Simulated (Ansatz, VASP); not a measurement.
## PbI2 in VASP and in Ansatz

INCAR

```
SYSTEM = PbI2
PREC = Accurate
ENCUT = 500
EDIFF = 1E-6
ISMEAR = 0
SIGMA = 0.05
LREAL = .False.
LASPH = .True.
NELM = 120
ALGO = Normal
ISIF = 2
LWAVE = .False.
LCHARG = .False.
GGA = PS
NBANDS = 21
GGA_COMPAT = .False.
```

KPOINTS

```
regular mesh
0
Gamma
  9 9 4
  0 0 0
```

Contents of POSCAR:

```
PbI2
1.0
    4.5550018558      0.0000000000      0.0000000000
   -2.2775009279      3.9447473214      0.0000000000
    0.0000000000      0.0000000000      6.7676900000
Pb I
1 2
Direct
    0.0000000000      0.0000000000      0.0000000000
    0.3333333333      0.6666666667      0.2650000000
    0.6666666667      0.3333333333      0.7350000000
```

Input for Ansatz:

```yaml
crystal:
  lattice:
    - [4.5550018558, 0.0, 0.0]
    - [-2.2775009279, 3.9447473214, 0.0]
    - [0.0, 0.0, 6.76769]
  atoms:
    - { symbol: Pb, position: [0.0, 0.0, 0.0] }
    - { symbol: I, position: [0.3333333333, 0.6666666667, 0.265] }
    - { symbol: I, position: [0.6666666667, 0.3333333333, 0.735] }
basis:
  ecutwfc: 420
kpoints:
  mp_grid: { grid: [9, 9, 4] }
hamiltonian:
  xc: pbesol
scf:
  occupations: { method: gaussian, width: 0.05 }
output:
  forces: true
  stress: true
  eigenvalues: true
```

Change from the starting cell: strain -0.0300 x Voigt [0, 0, 1, 0, 0, 0], atoms carried along.

Alike in both runs: task single point; functional PBEsol; k mesh 9 × 9 × 4; occupations gaussian, width 0.05 eV; no spin polarisation.

```csv
,VASP,Ansatz
version,VASP 6.6.1,Ansatz 0.2.0
potentials or method,"VASP PAW PBE potentials, release 64 (Pb_d, I), cutoff 500 eV","scalar-relativistic, plane waves, PAW"
valence electrons in the cell,28,48
```

Ansatz gave:

| Item | Value |
| --- | --- |
| gap on the k mesh at the Fermi level (eV) | 2.04 |
| least direct gap on the mesh (eV) | 2.05 |
| pressure (GPa) | 0.9 |
| traceless stress, the component that is largest in VASP (GPa) | 0.32 |
| rms of the force components (eV/Å) | 0.088 |

Question: Which values does VASP return?

Answer: gap on the k mesh at the Fermi level (eV): 2.03; least direct gap on the mesh (eV): 2.05; pressure (GPa): 0.9; traceless stress, the component that is largest in VASP (GPa): 0.32; rms of the force components (eV/Å): 0.089.

VASP's potentials were made for PBE, not for PBEsol. Atom by atom the forces differ by 0.001 eV/Å (rms over components). The functional is the same, so the differences come from potentials, cutoffs and numerics. VASP's potentials hold 28 valence electrons a cell and Ansatz's 48, so a difference there can come from the potentials and not from the codes.

Spin-orbit coupling is off throughout.
